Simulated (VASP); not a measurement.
# Si (P1) in VASP: single point with PBE

Aim: the single point of Si with PBE.

Program: VASP 6.6.1. These are calculated values, not measurements. Logs are shortened: lines on timing, memory, paths and dates and some standing lists are left out, and cuts for length are marked.

## (1) The cell of the first run

The typed cell holds 8 atoms: a = 5.431 Å, b = 5.431 Å, c = 5.431 Å, α = 90.00°, β = 90.00°, γ = 90.00°.

## (2) Single point, PBE

File INCAR:

```
PREC = Accurate
ENCUT = 500
EDIFF = 1E-6
ISMEAR = 0
SIGMA = 0.01
LREAL = False
LASPH = True
NELM = 120
ALGO = Normal
ISIF = 2
LWAVE = False
LCHARG = True
GGA = PE
LELF = True
LVHAR = True
NBANDS = 26
GGA_COMPAT = False
```

File KPOINTS:

```
Automatic mesh
0
Gamma
  1 1 1
```

File POSCAR:

```
Si
1.0
    5.4310000000      0.0000000000      0.0000000000
    0.0000000000      5.4310000000      0.0000000000
    0.0000000000      0.0000000000      5.4310000000
Si
8
Direct
    0.0100840000     -0.0001270000     -0.0001600000
   -0.0000550000      0.4901070000      0.4999220000
    0.5001540000      0.0000430000      0.5150030000
    0.5000430000      0.5000280000      0.0000070000
    0.2501250000      0.2600740000      0.2500060000
    0.2498020000      0.7498840000      0.7398530000
    0.7601510000      0.2501840000      0.7499510000
    0.7501020000      0.7498260000      0.2501390000
```

Potentials or basis: VASP PAW PBE potentials, release 64 (Si).

Started as:

```console
$ cat potpaw_PBE.64/Si/POTCAR > POTCAR
$ mpirun -np 1 vasp_gam > vasp.out
```

OUTCAR:

```text
PREC = Accurate
   ENCUT = 500
   EDIFF = 1E-6
   ISMEAR = 0
   LREAL = False
   LASPH = True
   NELM = 120
   ISIF = 2
   GGA = PE

 ion  position               nearest neighbor table
   1  0.010  1.000  1.000-   6 2.35   7 2.35   5 2.35   8 2.38
   2  1.000  0.490  0.500-   7 2.29   5 2.29   6 2.35   8 2.38
   3  0.500  0.000  0.515-   6 2.28   7 2.34   8 2.40   5 2.43
   4  0.500  0.500  0.000-   5 2.32   8 2.35   7 2.38   6 2.38
   5  0.250  0.260  0.250-   2 2.29   4 2.32   1 2.35   3 2.43
   6  0.250  0.750  0.740-   3 2.28   2 2.35   1 2.35   4 2.38
   7  0.760  0.250  0.750-   2 2.29   3 2.34   1 2.35   4 2.38
   8  0.750  0.750  0.250-   4 2.35   2 2.38   1 2.38   3 2.40

  LATTYP: Found a simple cubic cell.
 ALAT       =     5.4310000000

  Lattice vectors:

 A1 = (   5.4310000000,   0.0000000000,   0.0000000000)
 A2 = (   0.0000000000,   5.4310000000,   0.0000000000)
 A3 = (   0.0000000000,   0.0000000000,   5.4310000000)

Analysis of symmetry for initial positions (statically):
=====================================================================
 Subroutine PRICEL returns:
 Original cell was already a primitive cell.

 Routine SETGRP: Setting up the symmetry group for a
 simple cubic supercell.

 Subroutine GETGRP returns: Found  1 space group operations
 (whereof  1 operations were pure point group operations)
 out of a pool of 48 trial point group operations.

The static configuration has the point symmetry C_1 .

Analysis of symmetry for dynamics (positions and initial velocities):
=====================================================================
 Subroutine PRICEL returns:
 Original cell was already a primitive cell.

 Routine SETGRP: Setting up the symmetry group for a
 simple cubic supercell.

 Subroutine GETGRP returns: Found  1 space group operations
 (whereof  1 operations were pure point group operations)
 out of a pool of 48 trial point group operations.

The dynamic configuration has the point symmetry C_1 .

 Subroutine INISYM returns: Found  1 space group operations
 (whereof  1 operations are pure point group operations),
 and found     1 'primitive' translations

----------------------------------------------------------------------------------------

                                     Primitive cell

  volume of cell :     160.1915

  direct lattice vectors                    reciprocal lattice vectors
     5.431000000  0.000000000  0.000000000     0.184128153  0.000000000  0.000000000
     0.000000000  5.431000000  0.000000000     0.000000000  0.184128153  0.000000000
     0.000000000  0.000000000  5.431000000     0.000000000  0.000000000  0.184128153

  length of vectors
     5.431000000  5.431000000  5.431000000     0.184128153  0.184128153  0.184128153

  position of ions in fractional coordinates (direct lattice)
     0.010084000  0.999873000  0.999840000
     0.999945000  0.490107000  0.499922000
     0.500154000  0.000043000  0.515003000
     0.500043000  0.500028000  0.000007000
     0.250125000  0.260074000  0.250006000
     0.249802000  0.749884000  0.739853000
     0.760151000  0.250184000  0.749951000
     0.750102000  0.749826000  0.250139000

  ion indices of the primitive-cell ions
   primitive index   ion index
                 1           1
                 2           2
                 3           3
                 4           4
                 5           5
                 6           6
                 7           7
                 8           8

----------------------------------------------------------------------------------------

 KPOINTS: Automatic mesh

Automatic generation of k-mesh.
 Grid dimensions read from file:
 generate k-points for:    1    1    1

 Generating k-lattice:

  Cartesian coordinates                     Fractional coordinates (reciprocal lattice)
     0.184128153  0.000000000  0.000000000     1.000000000  0.000000000  0.000000000
     0.000000000  0.184128153  0.000000000     0.000000000  1.000000000  0.000000000
     0.000000000  0.000000000  0.184128153     0.000000000  0.000000000  1.000000000

  Length of vectors
     0.184128153  0.184128153  0.184128153

  Shift w.r.t. Gamma in fractional coordinates (k-lattice)
     0.000000000  0.000000000  0.000000000

 Subroutine IBZKPT returns following result:
 ===========================================

 Found      1 irreducible k-points:

 Following reciprocal coordinates:
            Coordinates               Weight
  0.000000  0.000000  0.000000      1.000000
   k-points           NKPTS =      1   k-points in BZ     NKDIM =      1   number of bands    NBANDS=     26
   number of dos      NEDOS =    301   number of ions     NIONS =      8
   total plane-waves  NPLWV =  64000
   dimension x,y,z NGX =    40 NGY =   40 NGZ =   40
   dimension x,y,z NGXF=    80 NGYF=   80 NGZF=   80
   ions per type =               8
   NGX,Y,Z   is equivalent  to a cutoff of  12.24, 12.24, 12.24 a.u.
   NGXF,Y,Z  is equivalent  to a cutoff of  24.49, 24.49, 24.49 a.u.
 SYSTEM =  unknown system
   PREC   = accura    normal or accurate (medium, high low for compatibility)
   ISTART =      0    job   : 0-new  1-cont  2-samecut
   ICHARG =      2    charge: 1-file 2-atom 10-const
   ISPIN  =      1    spin polarized calculation?
   LNONCOLLINEAR =      F non collinear calculations
   LSORBIT =      F    spin-orbit coupling
   LASPH  =      T    aspherical Exc in radial PAW
   ENCUT  =  500.0 eV  36.75 Ry    6.06 a.u.   9.90  9.90  9.90*2*pi/ulx,y,z
   NELM   =    120;   NELMIN=  2; NELMDL= -5     # of ELM steps
   EDIFF  = 0.1E-05   stopping-criterion for ELM
   LREAL  =      F    real-space projection
   EDIFFG = 0.1E-04   stopping-criterion for IOM
   NSW    =      0    number of steps for IOM
   IBRION =     -1    ionic relax: 0-MD 1-quasi-New 2-CG
   NFREE  =      0    steps in history (QN), initial steepest desc. (CG)
   ISIF   =      2    stress and relaxation
   ISYM   =      2    0-nonsym 1-usesym 2-fastsym
   POTIM  = 0.5000    time-step for ionic-motion
   TEBEG  =    0.0;   TEEND  =   0.0 temperature during run
   PSTRESS=    0.0 pullay stress
   NELECT =      32.0000    total number of electrons
   NUPDOWN=      -1.0000    fix difference up-down
   EMIN   =  10.00;   EMAX   =-10.00  energy-range for DOS
   EFERMI =   0.00;   METHOD = LEGACY
   ISMEAR =     0;   SIGMA  =   0.01  broadening in eV -4-tet -1-fermi 0-gaus
   EFERMI_NEDOS =   21; number of points for ismear=-14 and -15
   IALGO  =     38    algorithm
   IMIX   =      4    mixing-type and parameters
     AMIX     =   0.40;   BMIX     =  1.00
     AMIX_MAG =   1.60;   BMIX_MAG =  1.00
  volume/ion in A,a.u.               =      20.02       135.13
  Fermi-wavevector in a.u.,A,eV,Ry     =   0.956999  1.808467 12.460868  0.915848
  Thomas-Fermi vector in A             =   2.085978
   LORBIT       =      0    0 simple, 1 ext, 2 COOP (PROOUT), +10 PAW based schemes
   GGA     = PE    functional components
   LHFCALC =     F    Hartree Fock is set to
   AEXX    =    0.0000 exact exchange contribution
   IVDW    =     0    specifies the selected vdW correction
   LEPSILON=     F    determine dielectric tensor
   LRPA    =     F    only Hartree local field effects (RPA)
 non-spin polarized calculation
 Gauss-broadening in eV      SIGMA  =   0.01
  energy-cutoff  :      500.00
  volume of cell :      160.19
 maximum number of plane-waves:      2034
 NGX is ok and might be reduce to    40
   NGX = 19   NGY = 19   NGZ = 19

 number of electron      32.0000003 magnetization

 Free energy of the ion-electron system (eV)
  ---------------------------------------------------
  ext. energy  EPLUGINS =         0.00000000
  ---------------------------------------------------
  free energy    TOTEN  =       -33.06737210 eV

  energy without entropy =      -33.06737210  energy(sigma->0) =      -33.06737210

 E-fermi :   6.3656     XC(G=0):  -9.1989

 val. band max:        6.3196653417   @ k =   0.0000   0.0000   0.0000
 cond. band min:       6.5870240411   @ k =   0.0000   0.0000   0.0000
 fundamental gap:      0.2673586994
 Fermi energy:         6.3655977133

 k-point     1 :       0.0000    0.0000    0.0000
  band No.  band energies     occupation
      1      -5.8863      2.00000
      2      -1.9247      2.00000
      3      -1.8394      2.00000
      4      -1.7396      2.00000
      5      -1.6761      2.00000
      6      -1.5950      2.00000
[... 18 lines left out ...]
     25       8.7051      0.00000
     26       9.5217      0.00000

------------------------ aborting loop because EDIFF is reached ----------------------------------------

  FORCE on cell =-STRESS in cart. coord.  units (eV):
  Direction    XX          YY          ZZ          XY          YZ          ZX
  --------------------------------------------------------------------------------------
  -------------------------------------------------------------------------------------
  Total       10.9144700     10.5952820     10.8026066      1.4648910     -0.0522639     -1.0514466
  in kB      109.1625887    105.9701853    108.0437714     14.6513107     -0.5227245    -10.5161890
  external PRESSURE =     107.7255151 kB  Pullay stress =       0.0000000 kB

 VOLUME and BASIS-vectors are now :
 -----------------------------------------------------------------------------
  energy-cutoff  :      500.00
  volume of cell :      160.19
      direct lattice vectors                 reciprocal lattice vectors
     5.431000000  0.000000000  0.000000000     0.184128153  0.000000000  0.000000000
     0.000000000  5.431000000  0.000000000     0.000000000  0.184128153  0.000000000
     0.000000000  0.000000000  5.431000000     0.000000000  0.000000000  0.184128153

 POSITION                                       TOTAL-FORCE (eV/Angst)
 -----------------------------------------------------------------------------------
      0.05477      5.43031      5.43013         0.163855     -0.077982      0.026085
      5.43070      2.66177      2.71508        -0.318561      0.844237     -0.591846
      2.71634      0.00023      2.79698         0.313094      0.734130     -0.864638
      2.71573      2.71565      0.00004         0.204380      0.360585     -0.741791
      1.35843      1.41246      1.35778         0.491997     -0.783340      0.374326
      1.35667      4.07262      4.01814        -0.420048     -0.922086      0.535966
      4.12838      1.35875      4.07298        -0.228459     -0.319015      0.948550
      4.07380      4.07231      1.35850        -0.206257      0.163470      0.313349
 -----------------------------------------------------------------------------------
    total drift:                                0.000039      0.000004     -0.000021

  FREE ENERGIE OF THE ION-ELECTRON SYSTEM (eV)
  ---------------------------------------------------
  free  energy   TOTEN  =       -33.0673720956 eV

  energy  without entropy=      -33.0673720956  energy(sigma->0) =      -33.06737210
```

Wall time 14 s (1 thread of Intel Xeon 8259CL, shared host); peak memory 0.21 GiB.

What came out:

* Free energy: -33.0674 eV
* Pressure: 10.8 GPa
* Largest force: 1.177 eV/Å
* Band gap on the k mesh: 0.27 eV

Forces in eV/Å, atoms in the order of the input:
```
Si   0.164 -0.078  0.026
Si  -0.319  0.844 -0.592
Si   0.313  0.734 -0.865
Si   0.204  0.361 -0.742
Si   0.492 -0.783  0.374
Si  -0.420 -0.922  0.536
Si  -0.228 -0.319  0.949
Si  -0.206  0.163  0.313
```

Stress tensor (GPa, compression positive):
```
10.92  1.47 -1.05
 1.47 10.60 -0.05
-1.05 -0.05 10.80
```

Caveat: the k points lie up to 1.16 Å⁻¹ apart; forces of over 1 eV/Å act on the atoms, so gaps and moduli don't describe the material at rest. A k mesh can miss the band edges.
